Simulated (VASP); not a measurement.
# GdB (Pm-3m) in VASP: further runs, part 2 of 2

VASP 6.6.1. Earlier steps stand in the parts before.

### 5 Single point, PBE, collinear spin, ferromagnetic start

Input file INCAR:

```
SYSTEM = GdB
PREC = Accurate
ENCUT = 520
EDIFF = 1E-7
ISMEAR = 0
SIGMA = 0.1
LREAL = .False.
LASPH = .True.
NELM = 150
ALGO = Normal
ISIF = 2
LWAVE = .False.
LCHARG = .True.
ISPIN = 2
MAGMOM = 7.61 0
LORBIT = 11
LMAXMIX = 6
GGA = PE
LELF = .True.
LVHAR = .True.
NBANDS = 22
```

Input file KPOINTS:

```
regular mesh
0
Gamma
  18 18 18
  0 0 0
```

Input file POSCAR:

```
GdB
1.0
    3.2452918819      0.0000000000      0.0000000000
    0.0000000000      3.2452918819      0.0000000000
    0.0000000000      0.0000000000      3.2452918819
Gd B
1 1
Direct
    0.0000000000      0.0000000000      0.0000000000
    0.5000000000      0.5000000000      0.5000000000
```

Potentials or basis: VASP PAW PBE potentials, release 64 (Gd, B).

Run with:

```bash
cat potpaw_PBE.64/Gd/POTCAR potpaw_PBE.64/B/POTCAR > POTCAR
mpirun -np 1 vasp_std > vasp.out
```

OUTCAR:

```text
SYSTEM = GdB
   PREC = Accurate
   ENCUT = 520
   EDIFF = 1E-7
   ISMEAR = 0
   LREAL = .False.
   LASPH = .True.
   NELM = 150
   ISIF = 2
   ISPIN = 2
   LORBIT = 11
   GGA = PE

 ion  position               nearest neighbor table
   1  0.000  0.000  0.000-   2 2.81   2 2.81   2 2.81   2 2.81   2 2.81   2 2.81   2 2.81   2 2.81

   2  0.500  0.500  0.500-   1 2.81   1 2.81   1 2.81   1 2.81   1 2.81   1 2.81   1 2.81   1 2.81

  LATTYP: Found a simple cubic cell.
 ALAT       =     3.2452918819

  Lattice vectors:

 A1 = (   3.2452918819,   0.0000000000,   0.0000000000)
 A2 = (   0.0000000000,   3.2452918819,   0.0000000000)
 A3 = (   0.0000000000,   0.0000000000,   3.2452918819)

Analysis of symmetry for initial positions (statically):
=====================================================================
 Subroutine PRICEL returns:
 Original cell was already a primitive cell.

 Routine SETGRP: Setting up the symmetry group for a
 simple cubic supercell.

 Subroutine GETGRP returns: Found 48 space group operations
 (whereof 48 operations were pure point group operations)
 out of a pool of 48 trial point group operations.

The static configuration has the point symmetry O_h .

Analysis of symmetry for dynamics (positions and initial velocities):
=====================================================================
 Subroutine PRICEL returns:
 Original cell was already a primitive cell.

 Routine SETGRP: Setting up the symmetry group for a
 simple cubic supercell.

 Subroutine GETGRP returns: Found 48 space group operations
 (whereof 48 operations were pure point group operations)
 out of a pool of 48 trial point group operations.

The dynamic configuration has the point symmetry O_h .

Analysis of structural, dynamic, and magnetic symmetry:
=====================================================================
[... 152 lines left out ...]
  ext. energy  EPLUGINS =         0.00000000
  ---------------------------------------------------
  free energy    TOTEN  =       -17.86910603 eV

  energy without entropy =      -17.86389697  energy(sigma->0) =      -17.86650150

 E-fermi :   4.1659     XC(G=0): -11.2723

 val. band max:        4.1539882390   @ k =   0.3889   0.1111   0.0000
 cond. band min:       4.1676577934   @ k =   0.5000   0.1111   0.0556
 fundamental gap:      0.0136695543
 Fermi energy:         4.1659122304

 spin component 1

 k-point     1 :       0.0000    0.0000    0.0000
  band No.  band energies     occupation
      1     -40.4302      1.00000
      2     -17.4116      1.00000
      3     -17.4116      1.00000
      4     -17.4116      1.00000
      5      -4.2981      1.00000
      6       0.0903      1.00000
[... 589 lines left out ...]
     21      14.2964      0.00000
     22      14.6678      0.00000

 [... further k-points ...]

 spin component 2

 k-point     1 :       0.0000    0.0000    0.0000
  band No.  band energies     occupation
      1     -37.3172      1.00000
      2     -15.1516      1.00000
      3     -15.1516      1.00000
      4     -15.1516      1.00000
      5      -4.1106      1.00000
      6       4.2339      0.16829
[... 589 lines left out ...]
     21      14.9618      0.00000
     22      15.2016      0.00000

 [... further k-points ...]

------------------------ aborting loop because EDIFF is reached ----------------------------------------

  FORCE on cell =-STRESS in cart. coord.  units (eV):
  Direction    XX          YY          ZZ          XY          YZ          ZX
  --------------------------------------------------------------------------------------
  -------------------------------------------------------------------------------------
  Total       -0.0089273     -0.0089273     -0.0089273     -0.0000000      0.0000000      0.0000000
  in kB       -0.4184738     -0.4184738     -0.4184738     -0.0000000      0.0000000      0.0000000
  external PRESSURE =      -0.4184738 kB  Pullay stress =       0.0000000 kB

 VOLUME and BASIS-vectors are now :
 -----------------------------------------------------------------------------
  energy-cutoff  :      520.00
  volume of cell :       34.18
      direct lattice vectors                 reciprocal lattice vectors
     3.245291882  0.000000000  0.000000000     0.308138693  0.000000000  0.000000000
     0.000000000  3.245291882  0.000000000     0.000000000  0.308138693  0.000000000
     0.000000000  0.000000000  3.245291882     0.000000000  0.000000000  0.308138693

 POSITION                                       TOTAL-FORCE (eV/Angst)
 -----------------------------------------------------------------------------------
      0.00000      0.00000      0.00000         0.000000      0.000000      0.000000
      1.62265      1.62265      1.62265         0.000000      0.000000      0.000000
 -----------------------------------------------------------------------------------
    total drift:                                0.000000      0.000000      0.000000

  FREE ENERGIE OF THE ION-ELECTRON SYSTEM (eV)
  ---------------------------------------------------
  free  energy   TOTEN  =       -17.8691060294 eV

  energy  without entropy=      -17.8638969657  energy(sigma->0) =      -17.86650150

 total charge

# of ion       s       p       d       f       tot
--------------------------------------------------
    1        2.045   5.615   0.605   7.014  15.279
    2        0.742   0.846   0.000   0.000   1.588
--------------------------------------------------
tot          2.787   6.461   0.605   7.014  16.867

 magnetization (x)

# of ion       s       p       d       f       tot
--------------------------------------------------
    1       -0.001  -0.073   0.125   6.757   6.809
    2       -0.020  -0.034   0.000   0.000  -0.055
--------------------------------------------------
tot         -0.022  -0.107   0.125   6.757   6.754
```

Wall time 5.9 min (1 thread of Intel Xeon Platinum 8488C (Sapphire Rapids), shared host); peak memory 0.38 GiB.

What came out:

* Free energy: -17.8691 eV
* Pressure: 0.0 GPa
* Net moment: 7.04 μB per cell
* Site moments: Gd +6.81; B -0.06 μB
* Valence electrons inside the program's atomic spheres: Gd 15.28; B 1.59

Caveat: spin-orbit coupling is left out, which moves the levels of the heavy elements; a cell with one magnetic atom can't hold antiferromagnetic order, which such compounds often take; semilocal functionals describe open f shells poorly, which spoils levels, moments and volumes. The state reached can hang on the start; a lower one may exist.

### 6 Overview

```tsv
task	cell	k mesh	cutoff (eV)	gap on the mesh (eV)	pressure (GPa)	moment (μB)
single point	a = 3.245 Å, 2 atoms	6 × 6 × 6	520	none	0.0	6.94
single point	a = 3.303 Å, 2 atoms	6 × 6 × 6	520	none	-4.4	6.94
relaxation of cell and atoms	relaxed from a = 3.303 Å, 2 atoms	6 × 6 × 6	600	none	0.0	6.94
single point	a = 3.245 Å, 2 atoms	18 × 18 × 18	520	none	0.0	7.04
```

Alike in all rows: level PBE; potentials or basis VASP PAW PBE potentials, release 64 (Gd, B); spin collinear, ferromagnetic start; smearing gaussian 0.1 eV.

Caveats: spin-orbit coupling is left out, which moves the levels of the heavy elements; a cell with one magnetic atom can't hold antiferromagnetic order, which such compounds often take; semilocal functionals describe open f shells poorly, which spoils levels, moments and volumes; the cell stands under tension (at least some runs).

Absolute energies hang on the potentials; compare differences alone.

The gap in the log of VASP goes by the Fermi energy; the results here count the filled bands.